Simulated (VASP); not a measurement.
# Si (Imma) in VASP: a series of runs, part 2 of 2

VASP 6.6.1. Earlier steps stand in the parts before.

### Step 3. Single point, PBEsol

INCAR

```
PREC = Accurate
ENCUT = 500
EDIFF = 1E-6
ISMEAR = 0
SIGMA = 0.01
LREAL = F
LASPH = T
NELM = 120
ALGO = Normal
ISIF = 2
LWAVE = F
LCHARG = F
GGA = PS
NBANDS = 11
GGA_COMPAT = F
```

KPOINTS

```
Automatic mesh
0
Gamma
  10 10 10
```

POSCAR

```
Si
1.0
    0.0212661498      2.7108303691      2.6895642193
    2.7108303691      0.0212661498      2.6895642193
    2.7320965189      2.7320965189      0.0000000000
Si
2
Direct
    0.0011214844      0.0011214844     -0.0011214844
    0.2488785156      0.2488785156      0.2511214844
```

Potentials or basis: VASP PAW PBE potentials, release 64 (Si).

On the command line:

```sh
$ cat potpaw_PBE.64/Si/POTCAR > POTCAR
$ mpirun -np 1 vasp_std > vasp.out
```

Wall time 75 s (1 thread of Intel Xeon 8259CL, shared host); peak memory 0.19 GiB.

The run converged. Its results:

```
Free energy            : -11.4870 eV
Pressure               : 1.5 GPa
Band gap on the k mesh : 0.32 eV (least direct gap 2.39 eV)
```

Stress tensor (GPa, compression positive):
```
 1.28 -1.17  0.00
-1.17  1.28  0.00
 0.00  0.00  2.00
```

Levels at points of the mesh, in eV from the valence-band top:
```tsv
k point	band 2	band 3	band 4	band 5	band 6	band 7
(0.00, 0.00, 0.00)	-0.15	-0.02	0.00	2.39	2.42	2.56
(0.50, 0.00, 0.00)	-7.12	-1.38	-1.26	1.36	3.11	3.24
(0.50, 0.50, 0.00)	-7.87	-3.11	-2.90	0.34	0.58	10.05
(0.00, 0.00, 0.50)	-7.15	-1.24	-1.22	1.53	3.24	3.25
(0.50, 0.00, 0.50)	-7.95	-2.95	-2.95	0.52	0.52	10.09
```

Caveat: semilocal functionals underestimate gaps, and a narrow one can read as zero; the PAW data sets were made with another functional, which shifts forces and pressure a little. A k mesh can miss the band edges.

### Step 4. Relaxation of the atoms, PBEsol (strained cell)

INCAR

```
PREC = Accurate
ENCUT = 450
EDIFF = 1E-7
ISMEAR = 0
SIGMA = 0.02
LREAL = F
LASPH = T
NELM = 120
ALGO = Normal
ISIF = 2
LWAVE = F
LCHARG = F
GGA = PS
IBRION = 2
NSW = 60
EDIFFG = -0.002
GGA_COMPAT = F
NELMIN = 4
```

KPOINTS is that of step 3.

POSCAR is that of step 3.

Potentials or basis: VASP PAW PBE potentials, release 64 (Si).

On the command line:

```sh
$ cat potpaw_PBE.64/Si/POTCAR > POTCAR
$ mpirun -np 1 vasp_std > vasp.out
```

OUTCAR:

```text
PREC = Accurate
   ENCUT = 450
   EDIFF = 1E-7
   ISMEAR = 0
   LREAL = F
   LASPH = T
   NELM = 120
   ISIF = 2
   GGA = PS
   IBRION = 2
   NSW = 60
   EDIFFG = -0.002
   NELMIN = 4

 ion  position               nearest neighbor table
   1  0.001  0.001  0.999-   2 2.34   2 2.34   2 2.35   2 2.35
   2  0.249  0.249  0.251-   1 2.34   1 2.34   1 2.35   1 2.35

  LATTYP: Found a body centered orthorhombic cell.
 ALAT       =     3.8036181958
 B/A-ratio  =     1.0158138256
 C/A-ratio  =     1.4142135624

[... 457 lines left out ...]

  FORCE on cell =-STRESS in cart. coord.  units (eV):
  Direction    XX          YY          ZZ          XY          YZ          ZX
  --------------------------------------------------------------------------------------
  -------------------------------------------------------------------------------------
  Total        0.3155939      0.3155939      0.4912804     -0.2873572      0.0000000      0.0000000
  in kB       12.7923183     12.7923183     19.9136190    -11.6477690      0.0000000      0.0000000
  external PRESSURE =      15.1660852 kB  Pullay stress =       0.0000000 kB

 VOLUME and BASIS-vectors are now :
 -----------------------------------------------------------------------------
  energy-cutoff  :      450.00
  volume of cell :       39.53
      direct lattice vectors                 reciprocal lattice vectors
     0.021266150  2.710830369  2.689564219    -0.185903722  0.185903722  0.185903722
     2.710830369  0.021266150  2.689564219     0.185903722 -0.185903722  0.185903722
     2.732096519  2.732096519  0.000000000     0.183009640  0.183009640 -0.185903722

 POSITION                                       TOTAL-FORCE (eV/Angst)
 -----------------------------------------------------------------------------------
      2.73210      2.73210      0.00603        -0.000000     -0.000000      0.000498
      1.36605      1.36605      1.33875         0.000000      0.000000     -0.000498
 -----------------------------------------------------------------------------------
    total drift:                               -0.000000     -0.000000      0.000000

  FREE ENERGIE OF THE ION-ELECTRON SYSTEM (eV)
  ---------------------------------------------------
  free  energy   TOTEN  =       -11.4871977552 eV

  energy  without entropy=      -11.4871977552  energy(sigma->0) =      -11.48719776

 reached required accuracy - stopping structural energy minimisation
```

OSZICAR:

```text
N       E                     dE             d eps       ncg     rms          rms(c)
DAV:   1     0.452045757744E+01    0.45205E+01   -0.30056E+03  2736   0.684E+02
DAV:   2    -0.115137027391E+02   -0.16034E+02   -0.15186E+02  4112   0.774E+01
DAV:   3    -0.117182899189E+02   -0.20459E+00   -0.20459E+00  3472   0.110E+01
DAV:   4    -0.117191146422E+02   -0.82472E-03   -0.82472E-03  4448   0.767E-01
DAV:   5    -0.117191153522E+02   -0.70997E-06   -0.70997E-06  3544   0.177E-02    0.505E+00
DAV:   6    -0.115587797045E+02    0.16034E+00   -0.10380E-01  3280   0.164E+00    0.303E+00
DAV:   7    -0.114867177585E+02    0.72062E-01   -0.17917E-01  3304   0.224E+00    0.203E-01
DAV:   8    -0.114871360067E+02   -0.41825E-03   -0.46533E-03  3264   0.523E-01    0.747E-02
DAV:   9    -0.114871873753E+02   -0.51369E-04   -0.88900E-05  4416   0.783E-02    0.536E-02
DAV:  10    -0.114871978832E+02   -0.10508E-04   -0.10759E-05  3408   0.235E-02    0.648E-03
DAV:  11    -0.114871976684E+02    0.21482E-06   -0.63498E-07  4152   0.529E-03    0.275E-03
DAV:  12    -0.114871977552E+02   -0.86846E-07   -0.13891E-07  3096   0.287E-03
   1 F= -.11487198E+02 E0= -.11487198E+02  d E =-.114872E+02
```

It took 65 s on 1 thread of Intel Xeon 8259CL, shared host; peak memory 0.17 GiB.

What came out:

```yaml
Free_energy: -11.4872 eV
Pressure_after_relaxing: 1.5 GPa
Band_gap_on_the_k_mesh: 0.32 eV (least direct gap 2.39 eV)
```

Final structure:
```xyz
2
Lattice="0.0213 2.7108 2.6896 2.7108 0.0213 2.6896 2.7321 2.7321 0.0000" Properties=species:S:1:pos:R:3 pbc="T T T"
Si    2.7321    2.7321    0.0060
Si    1.3660    1.3660    1.3387
```

Caveat: the cell differs from its parent crystal (strained cell); semilocal functionals underestimate gaps, and a narrow one can read as zero; the PAW data sets were made with another functional, which shifts forces and pressure a little. A k mesh can miss the band edges.

### Step 5. Overview

```tsv
task	cell	cutoff (eV)	smearing	gap on the mesh (eV)	pressure (GPa)
single point	a = 3.819, b = 3.819, c = 3.865 Å, angles 59.6, 59.6, 59.7°, 2 atoms	500	gaussian 0.02 eV	0.32	1.5
single point	a = 3.819, b = 3.819, c = 3.864 Å, angles 59.6, 59.6, 59.7°, 2 atoms	500	gaussian 0.01 eV	0.32	1.5
relaxation of the atoms	atoms relaxed from a = 3.819, b = 3.819, c = 3.864 Å, angles 59.6, 59.6, 59.7°, 2 atoms	450	gaussian 0.02 eV	0.32	1.5
```

Alike in all rows: level PBEsol; potentials or basis VASP PAW PBE potentials, release 64 (Si); no spin polarisation; k mesh 10 × 10 × 10.

Caveats: semilocal functionals underestimate gaps, and a narrow one can read as zero; the PAW data sets were made with another functional, which shifts forces and pressure a little.

Absolute energies hang on the potentials; compare differences alone.
